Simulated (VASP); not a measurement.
# TaN (P-6m2) in VASP: notebook, part 2 of 2

VASP 6.6.1. The steps go on from the part before.

## Step 4: Single point, PBEsol

This run uses another cell than the first one, of 12.16 Å³/atom, 1.012 times its volume.

INCAR reads:

```
PREC = Accurate
ENCUT = 520
EDIFF = 1E-7
ISMEAR = 0
SIGMA = 0.15
LREAL = False
LASPH = True
NELM = 60
ALGO = Normal
ISIF = 2
LWAVE = False
LCHARG = False
GGA = PS
NBANDS = 15
```

KPOINTS reads:

```
Automatic mesh
0
Gamma
  18 18 16
```

POSCAR reads:

```
TaN
1.0
    3.0702000000      0.0000000000      0.0000000000
   -1.5351000000      2.6588711947      0.0000000000
    0.0000000000      0.0000000000      2.9784000000
Ta N
1 1
Direct
    0.3333333333      0.6666666667      0.5000000000
    0.0000000000      0.0000000000      0.0000000000
```

Potentials or basis: VASP PAW PBE potentials, release 64 (Ta_pv, N).

Launch:

```sh
cat potpaw_PBE.64/Ta_pv/POTCAR potpaw_PBE.64/N/POTCAR > POTCAR
mpirun -np 1 vasp_std > vasp.out
```

OUTCAR:

```text
PREC = Accurate
   ENCUT = 520
   EDIFF = 1E-7
   ISMEAR = 0
   LREAL = False
   LASPH = True
   NELM = 60
   ISIF = 2
   GGA = PS

 ion  position               nearest neighbor table
   1  0.333  0.667  0.500-   2 2.32   2 2.32   2 2.32   2 2.32   2 2.32   2 2.32
   2  0.000  0.000  0.000-   1 2.32   1 2.32   1 2.32   1 2.32   1 2.32   1 2.32

  LATTYP: Found a hexagonal cell.
 ALAT       =     3.0702000000
 C/A-ratio  =     0.9700996678

  Lattice vectors:

 A1 = (   3.0702000000,   0.0000000000,   0.0000000000)
 A2 = (  -1.5351000000,   2.6588711947,   0.0000000000)
 A3 = (   0.0000000000,   0.0000000000,   2.9784000000)

Analysis of symmetry for initial positions (statically):
=====================================================================
 Subroutine PRICEL returns:
 Original cell was already a primitive cell.

 Routine SETGRP: Setting up the symmetry group for a
 hexagonal supercell.

 Subroutine GETGRP returns: Found 12 space group operations
 (whereof 12 operations were pure point group operations)
 out of a pool of 24 trial point group operations.

The static configuration has the point symmetry D_3h.

Analysis of symmetry for dynamics (positions and initial velocities):
=====================================================================
 Subroutine PRICEL returns:
 Original cell was already a primitive cell.

 Routine SETGRP: Setting up the symmetry group for a
 hexagonal supercell.

 Subroutine GETGRP returns: Found 12 space group operations
 (whereof 12 operations were pure point group operations)
 out of a pool of 24 trial point group operations.

The dynamic configuration has the point symmetry D_3h.

 Subroutine INISYM returns: Found 12 space group operations
 (whereof 12 operations are pure point group operations),
 and found     1 'primitive' translations

----------------------------------------------------------------------------------------

                                     Primitive cell

  volume of cell :      24.3135

  direct lattice vectors                    reciprocal lattice vectors
     3.070200000  0.000000000  0.000000000     0.325711680  0.188049726  0.000000000
    -1.535100000  2.658871195  0.000000000     0.000000000  0.376099452  0.000000000
     0.000000000  0.000000000  2.978400000     0.000000000  0.000000000  0.335750739

  length of vectors
     3.070200000  3.070200000  2.978400000     0.376099452  0.376099452  0.335750739

  position of ions in fractional coordinates (direct lattice)
     0.333333333  0.666666667  0.500000000
     0.000000000  0.000000000  0.000000000

  ion indices of the primitive-cell ions
   primitive index   ion index
                 1           1
                 2           2

----------------------------------------------------------------------------------------

 KPOINTS: Automatic mesh

Automatic generation of k-mesh.
 Grid dimensions read from file:
 generate k-points for:   18   18   16

 Generating k-lattice:

[... 23 lines left out ...]
  0.277778  0.000000  0.000000      6.000000
[... 16 lines left out ...]
  0.333333  0.111111  0.000000     12.000000
  0.388889  0.111111  0.000000     12.000000
 [... further k-points ...]
   k-points           NKPTS =    333   k-points in BZ     NKDIM =    333   number of bands    NBANDS=     15
   number of dos      NEDOS =    301   number of ions     NIONS =      2
   total plane-waves  NPLWV =  13824
   dimension x,y,z NGX =    24 NGY =   24 NGZ =   24
   dimension x,y,z NGXF=    48 NGYF=   48 NGZF=   48
   ions per type =               1   1
   NGX,Y,Z   is equivalent  to a cutoff of  13.00, 13.00, 13.40 a.u.
   NGXF,Y,Z  is equivalent  to a cutoff of  25.99, 25.99, 26.79 a.u.
 SYSTEM =  unknown system
   PREC   = accura    normal or accurate (medium, high low for compatibility)
   ISTART =      0    job   : 0-new  1-cont  2-samecut
   ICHARG =      2    charge: 1-file 2-atom 10-const
   ISPIN  =      1    spin polarized calculation?
   LNONCOLLINEAR =      F non collinear calculations
   LSORBIT =      F    spin-orbit coupling
   LASPH  =      T    aspherical Exc in radial PAW
   ENCUT  =  520.0 eV  38.22 Ry    6.18 a.u.   5.71  5.71  5.54*2*pi/ulx,y,z
   NELM   =     60;   NELMIN=  2; NELMDL= -5     # of ELM steps
   EDIFF  = 0.1E-06   stopping-criterion for ELM
   LREAL  =      F    real-space projection
   EDIFFG = 0.1E-05   stopping-criterion for IOM
   NSW    =      0    number of steps for IOM
   IBRION =     -1    ionic relax: 0-MD 1-quasi-New 2-CG
   NFREE  =      0    steps in history (QN), initial steepest desc. (CG)
   ISIF   =      2    stress and relaxation
   ISYM   =      2    0-nonsym 1-usesym 2-fastsym
   POTIM  = 0.5000    time-step for ionic-motion
   TEBEG  =    0.0;   TEEND  =   0.0 temperature during run
   PSTRESS=    0.0 pullay stress
   NELECT =      16.0000    total number of electrons
   NUPDOWN=      -1.0000    fix difference up-down
   EMIN   =  10.00;   EMAX   =-10.00  energy-range for DOS
   EFERMI =   0.00;   METHOD = LEGACY
   ISMEAR =     0;   SIGMA  =   0.15  broadening in eV -4-tet -1-fermi 0-gaus
   EFERMI_NEDOS =   21; number of points for ismear=-14 and -15
   IALGO  =     38    algorithm
   IMIX   =      4    mixing-type and parameters
     AMIX     =   0.40;   BMIX     =  1.00
     AMIX_MAG =   1.60;   BMIX_MAG =  1.00
  volume/ion in A,a.u.               =      12.16        82.04
  Fermi-wavevector in a.u.,A,eV,Ry     =   1.423964  2.690903 27.588192  2.027675
  Thomas-Fermi vector in A             =   2.544506
   LORBIT       =      0    0 simple, 1 ext, 2 COOP (PROOUT), +10 PAW based schemes
   GGA     = PS    functional components
   LHFCALC =     F    Hartree Fock is set to
   AEXX    =    0.0000 exact exchange contribution
   IVDW    =     0    specifies the selected vdW correction
   LEPSILON=     F    determine dielectric tensor
   LRPA    =     F    only Hartree local field effects (RPA)
 non-spin polarized calculation
 Gauss-broadening in eV      SIGMA  =   0.15
  energy-cutoff  :      520.00
  volume of cell :       24.31
 maximum number of plane-waves:       670
 NGX is ok and might be reduce to    24
   NGX = 11   NGY = 11   NGZ = 11

 number of electron      16.0000001 magnetization

 Free energy of the ion-electron system (eV)
  ---------------------------------------------------
  ext. energy  EPLUGINS =         0.00000000
  ---------------------------------------------------
  free energy    TOTEN  =       -23.42832639 eV

  energy without entropy =      -23.42747625  energy(sigma->0) =      -23.42790132

 E-fermi :   6.8619     XC(G=0): -12.8563

 val. band max:        6.8275457939   @ k =   0.0000   0.0000   0.4375
 cond. band min:       6.8992719267   @ k =   0.0556   0.0000   0.5000
 fundamental gap:      0.0717261328
 Fermi energy:         6.8619164417

 k-point     1 :       0.0000    0.0000    0.0000
  band No.  band energies     occupation
      1     -28.2270      2.00000
      2     -28.0433      2.00000
      3     -28.0433      2.00000
      4      -9.9670      2.00000
      5       2.7459      2.00000
      6       2.7459      2.00000
      7       3.2056      2.00000
      8       4.2082      2.00000
      9       8.1359      0.00000
     10      10.0046      0.00000
     11      10.0046      0.00000
     12      10.2242      0.00000
     13      10.2242      0.00000
     14      19.1420      0.00000
[... 401 lines left out ...]
      2     -28.2366      2.00000
      3     -28.1418      2.00000
      4      -8.0919      2.00000
      5      -0.5755      2.00000
      6       2.3962      2.00000
      7       2.9742      2.00000
      8       4.8427      2.00000
      9       8.9075      0.00000
     10       9.4161      0.00000
     11      10.6304      0.00000
     12      12.0900      0.00000
     13      14.1522      0.00000
     14      17.2828      0.00000
     15      19.8264      0.00000

 [... further k-points ...]

------------------------ aborting loop because EDIFF is reached ----------------------------------------

  FORCE on cell =-STRESS in cart. coord.  units (eV):
  Direction    XX          YY          ZZ          XY          YZ          ZX
  --------------------------------------------------------------------------------------
  -------------------------------------------------------------------------------------
  Total       -5.5291760     -5.5291760     -5.2509653      0.0000000      0.0000000      0.0000000
  in kB     -364.3543908   -364.3543908   -346.0212259      0.0000000      0.0000000      0.0000000
  external PRESSURE =    -358.2433358 kB  Pullay stress =       0.0000000 kB

 VOLUME and BASIS-vectors are now :
 -----------------------------------------------------------------------------
  energy-cutoff  :      520.00
  volume of cell :       24.31
      direct lattice vectors                 reciprocal lattice vectors
     3.070200000  0.000000000  0.000000000     0.325711680  0.188049726  0.000000000
    -1.535100000  2.658871195  0.000000000     0.000000000  0.376099452  0.000000000
     0.000000000  0.000000000  2.978400000     0.000000000  0.000000000  0.335750739

 POSITION                                       TOTAL-FORCE (eV/Angst)
 -----------------------------------------------------------------------------------
     -0.00000      1.77258      1.48920         0.000000      0.000000      0.000000
      0.00000      0.00000      0.00000        -0.000000     -0.000000      0.000000
 -----------------------------------------------------------------------------------
    total drift:                                0.000000     -0.000000     -0.000000

  FREE ENERGIE OF THE ION-ELECTRON SYSTEM (eV)
  ---------------------------------------------------
  free  energy   TOTEN  =       -23.4283263877 eV

  energy  without entropy=      -23.4274762467  energy(sigma->0) =      -23.42790132
```

OSZICAR:

```text
N       E                     dE             d eps       ncg     rms          rms(c)
DAV:   1     0.886912131824E+02    0.88691E+02   -0.87093E+03  9990   0.111E+03
DAV:   2    -0.229597521549E+02   -0.11165E+03   -0.10488E+03 12237   0.298E+02
DAV:   3    -0.258987138103E+02   -0.29390E+01   -0.29225E+01 11733   0.447E+01
DAV:   4    -0.259121349515E+02   -0.13421E-01   -0.13419E-01 12629   0.331E+00
DAV:   5    -0.259122310492E+02   -0.96098E-04   -0.96096E-04 11992   0.260E-01    0.188E+01
DAV:   6    -0.236293034653E+02    0.22829E+01   -0.37691E+00 12435   0.225E+01    0.780E+00
DAV:   7    -0.234733169590E+02    0.15599E+00   -0.45649E-01 12657   0.611E+00    0.550E+00
DAV:   8    -0.234349268839E+02    0.38390E-01   -0.24178E-01 12146   0.405E+00    0.120E+00
DAV:   9    -0.234285045687E+02    0.64223E-02   -0.18343E-02 11586   0.109E+00    0.245E-01
DAV:  10    -0.234283554113E+02    0.14916E-03   -0.82738E-04 12923   0.309E-01    0.841E-02
DAV:  11    -0.234283268619E+02    0.28549E-04   -0.31803E-05 11362   0.611E-02    0.176E-02
DAV:  12    -0.234283263321E+02    0.52981E-06   -0.38476E-06 12552   0.159E-02    0.244E-03
DAV:  13    -0.234283263877E+02   -0.55652E-07   -0.20955E-08  8159   0.139E-03
   1 F= -.23428326E+02 E0= -.23427901E+02  d E =-.850141E-03
```

stdout:

```text
POSCAR found type information on POSCAR TaN
 POSCAR found :  2 types and       2 ions
 scaLAPACK will be used
 -----------------------------------------------------------------------------
|                                                                             |
|                                                                             |
|     You enforced a specific xc type in the INCAR file but a different       |
|     I HOPE YOU KNOW WHAT YOU ARE DOING!                                     |
|                                                                             |
 -----------------------------------------------------------------------------

 LDA part: xc-table for (Slater+PW92), standard interpolation
 POSCAR, INCAR and KPOINTS ok, starting setup
 FFT: planning ... GRIDC
 FFT: planning ... GRID_SOFT
 FFT: planning ... GRID
 WAVECAR not read
 entering main loop
```

It took 31 s on 1 thread of Intel Xeon Platinum 8559C (Emerald Rapids), shared host; peak memory 0.23 GiB.

Results:

* Free energy: -23.4283 eV
* Pressure: -35.8 GPa
* Band gap on the k mesh: zero (band 8 reaches 7.15 eV, above the bottom of band 9 at 6.81 eV)

Stress tensor (GPa, compression positive):
```
-36.44   0.00   0.00
  0.00 -36.44   0.00
  0.00   0.00 -34.60
```

Caveat: the PAW data sets were made with another functional, which shifts forces and pressure a little; spin-orbit coupling is left out, which moves the levels of the heavy elements.

## Step 5: Single point, PBEsol

This run uses another cell than the first one, of 9.11 Å³/atom, 0.759 times its volume.

INCAR reads:

```
SYSTEM = TaN
PREC     = Accurate       ! precision mode
ENCUT    = 520            ! plane-wave cutoff, eV
EDIFF    = 1E-6           ! SCF threshold, eV
ISMEAR   = 0              ! smearing method
SIGMA    = 0.15           ! smearing width, eV
LREAL    = .FALSE.        ! projectors in reciprocal space
LASPH    = .TRUE.         ! aspherical terms in the spheres
NELM     = 80             ! most SCF steps
ALGO     = Normal         ! electronic algorithm
ISIF     = 2              ! what is computed and relaxed
LWAVE    = .FALSE.        ! write WAVECAR
LCHARG   = .FALSE.        ! write CHGCAR
GGA      = PS             ! functional
NBANDS   = 15             ! bands
```

KPOINTS reads:

```
Automatic mesh
0
G
  18 18 16
  0 0 0
```

POSCAR reads:

```
TaN
1.0
    2.7778000000      0.0000000000      0.0000000000
   -1.3889000000      2.4056453666      0.0000000000
    0.0000000000      0.0000000000      2.7272000000
Ta N
1 1
Direct
    0.3333333333      0.6666666667      0.5000000000
    0.0000000000      0.0000000000      0.0000000000
```

Launch:

```sh
cat potpaw_PBE.64/Ta_pv/POTCAR potpaw_PBE.64/N/POTCAR > POTCAR
mpirun -np 1 vasp_std > vasp.out
```

Wall time 47 s (1 thread of Intel Xeon Platinum 8259CL at 2.50GHz (Skylake/Cascade Lake), shared host); peak memory 0.21 GiB.

It converged, with:

- Free energy: -23.1348 eV
- Pressure: 79.7 GPa
- Band gap on the k mesh: zero (band 8 reaches 10.28 eV, above the bottom of band 9 at 9.76 eV)

Stress tensor (GPa, compression positive):
```
76.59  0.00  0.00
 0.00 76.59  0.00
 0.00  0.00 85.97
```

Levels at points of the mesh, in eV from the Fermi level:
| k point | band 5 | band 6 | band 7 | band 8 | band 9 | band 10 | band 11 | band 12 |
| --- | --- | --- | --- | --- | --- | --- | --- | --- |
| (0.00, 0.00, 0.00) | -5.38 | -5.38 | -5.13 | -3.08 | 3.48 | 4.41 | 4.41 | 4.99 |
| (0.50, 0.00, 0.00) | -9.26 | -6.12 | -4.29 | -3.46 | 3.67 | 5.09 | 6.20 | 6.62 |
| (0.00, 0.00, 0.50) | -10.45 | -4.40 | -4.40 | -0.21 | -0.21 | 2.93 | 3.77 | 3.77 |
| (0.50, 0.00, 0.50) | -8.37 | -6.83 | -6.75 | 0.09 | 5.42 | 6.76 | 7.69 | 8.78 |

Caveat: the PAW data sets were made with another functional, which shifts forces and pressure a little; spin-orbit coupling is left out, which moves the levels of the heavy elements.

## Step 6: Single point, PBEsol

This run uses another cell than the first one, of 9.23 Å³/atom, 0.769 times its volume.

INCAR reads:

```
ALGO     = Normal         # electronic algorithm
EDIFF    = 1E-6           # SCF threshold, eV
ENCUT    = 520            # plane-wave cutoff, eV
GGA      = PS             # functional
ISIF     = 2              # what is computed and relaxed
ISMEAR   = 0              # smearing method
LASPH    = True           # aspherical terms in the spheres
LCHARG   = False          # write CHGCAR
LREAL    = False          # projectors in reciprocal space
LWAVE    = False          # write WAVECAR
NBANDS   = 15             # bands
NELM     = 80             # most SCF steps
PREC     = Accurate       # precision mode
SIGMA    = 0.15           # smearing width, eV
```

KPOINTS reads:

```
k-points
0
Gamma
  18 18 16
```

POSCAR, as its differences from that of step 5:

```diff
@@ -4,3 +4,3 @@
    -1.3889000000      2.4056453666      0.0000000000
-    0.0000000000      0.0000000000      2.7272000000
+    0.0000000000      0.0000000000      2.7631000000
 Ta N
```

Potentials or basis: VASP PAW PBE potentials, release 64 (Ta_pv, N).

Launch:

```sh
cat potpaw_PBE.64/Ta_pv/POTCAR potpaw_PBE.64/N/POTCAR > POTCAR
mpirun -np 1 vasp_std > vasp.out
```

Run time: 57 s. Hardware: 1 thread of Intel Xeon Platinum 8259CL at 2.50GHz (Skylake/Cascade Lake), shared host; peak memory 0.22 GiB.

It converged, with:

| Property | Result |
| --- | --- |
| Free energy | -23.2506 eV |
| Pressure | 70.5 GPa |
| Band gap on the k mesh | zero (band 8 reaches 10.15 eV, above the bottom of band 9 at 9.60 eV) |

Stress tensor (GPa, compression positive):
```
71.45  0.00  0.00
 0.00 71.45  0.00
 0.00  0.00 68.66
```

Levels at points of the mesh, in eV from the Fermi level:
| k point | band 4 | band 5 | band 6 | band 7 | band 8 | band 9 | band 10 | band 11 | band 12 | band 13 |
| --- | --- | --- | --- | --- | --- | --- | --- | --- | --- | --- |
| (0.00, 0.00, 0.00) | -18.91 | -5.15 | -5.15 | -5.04 | -3.11 | 3.56 | 4.29 | 4.29 | 4.92 | 4.92 |
| (0.50, 0.00, 0.00) | -15.91 | -9.14 | -6.14 | -4.20 | -3.33 | 3.58 | 5.19 | 6.06 | 6.66 | 8.99 |
| (0.00, 0.00, 0.50) | -15.24 | -10.33 | -4.18 | -4.18 | -0.17 | -0.17 | 2.71 | 3.89 | 3.89 | 9.65 |
| (0.50, 0.00, 0.50) | -16.73 | -8.24 | -6.77 | -6.52 | 0.04 | 5.36 | 6.78 | 7.46 | 8.71 | 12.46 |

Caveat: the PAW data sets were made with another functional, which shifts forces and pressure a little; spin-orbit coupling is left out, which moves the levels of the heavy elements.

## Step 7: Summary

```tsv
cell	gap on the mesh (eV)	pressure (GPa)
a = 3.070, b = 3.070, c = 2.942 Å, angles 90.0, 90.0, 120.0°, 2 atoms	none	-33.1
a = 3.034, b = 3.034, c = 3.014 Å, angles 90.0, 90.0, 120.0°, 2 atoms	none	-33.9
a = 3.070, b = 3.070, c = 2.978 Å, angles 90.0, 90.0, 120.0°, 2 atoms	none	-35.8
a = 2.778, b = 2.778, c = 2.727 Å, angles 90.0, 90.0, 120.0°, 2 atoms	none	79.7
a = 2.778, b = 2.778, c = 2.763 Å, angles 90.0, 90.0, 120.0°, 2 atoms	none	70.5
```

Alike in all rows: task single point; level PBEsol; potentials or basis VASP PAW PBE potentials, release 64 (Ta_pv, N); no spin polarisation; k mesh 18 × 18 × 16; cutoff (eV) 520; smearing gaussian 0.15 eV.

Caveats: the PAW data sets were made with another functional, which shifts forces and pressure a little; spin-orbit coupling is left out, which moves the levels of the heavy elements.

Total energies depend on the potentials used, so only differences within one code and one set of settings carry meaning.
